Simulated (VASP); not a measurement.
A run of VASP 6.6.1 is set up as follows.

INCAR

```
SYSTEM = Al2Cu
PREC = Accurate
ENCUT = 520
EDIFF = 1E-6
ISMEAR = 0
SIGMA = 0.15
LREAL = .False.
LASPH = .True.
NELM = 100
ALGO = Fast
ISIF = 2
LWAVE = .False.
LCHARG = .True.
GGA = PS
LELF = .True.
LVHAR = .True.
NBANDS = 16
```

Contents of KPOINTS:

```
Automatic mesh
0
Gamma
  12 12 16
  0 0 0
```

The input POSCAR:

```
Al2Cu
1.0
    4.0841721965      0.0000000000      0.0000000000
    0.0000000000      4.0841721965      0.0000000000
    0.0000000000      0.0000000000      2.8463947513
Al Cu
2 1
Direct
    0.5000000000      0.0000000000      0.5000000000
    0.0000000000      0.5000000000      0.5000000000
   -0.0519400319     -0.0519400319     -0.1053964844
```

Potentials or basis: VASP PAW PBE potentials, release 64 (Al, Cu).

Launch:

```bash
$ cat potpaw_PBE.64/Al/POTCAR potpaw_PBE.64/Cu/POTCAR > POTCAR
$ mpirun -np 1 vasp_std > vasp.out
```

Task: What does it give for the pressure?

Result: 7.5 GPa.

Task: What does it give for the largest force?

Result: 3.530 eV/Å.

Stress tensor (GPa, compression positive):
```
 8.40 -2.20  4.70
-2.20  8.40  4.70
 4.70  4.70  5.64
```

Caveat: the cell differs from its parent crystal (atom 3 (Cu) moved by (-0.300, -0.300) A along [1 1 0] and z); the cell stands under pressure; the PAW data sets were made with another functional, which shifts forces and pressure a little.
